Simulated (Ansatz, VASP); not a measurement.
**Sb: VASP beside Ansatz**

```xyz
1
Lattice="-1.8933 1.8933 1.8933 1.8933 -1.8933 1.8933 1.8933 1.8933 -1.8933" Properties=species:S:1:pos:R:3 pbc="T T T"
Sb    0.0000    0.0000    0.0000
```

Alike in both runs: functional PBE; k mesh 15 × 15 × 15; occupations fermi-dirac, width 0.05 eV; no spin polarisation.

Ansatz relaxed the structure, and its values are those at the end. VASP's run is a single point on that final structure, the one shown.

|  | VASP | Ansatz |
| --- | --- | --- |
| version | VASP 6.6.1 | Ansatz 0.2.0 |
| potentials or method | VASP PAW PBE potentials, release 64 (Sb), cutoff 520 eV | all-electron LAPW, scalar-relativistic |

VASP gave:

* pressure (GPa): -0.2

Task: What did Ansatz give for the same quantities?

Result: Pressure (GPa): 0.0.

Ansatz ran all-electron here, and VASP with PAW potentials.

Spin-orbit coupling is off throughout.
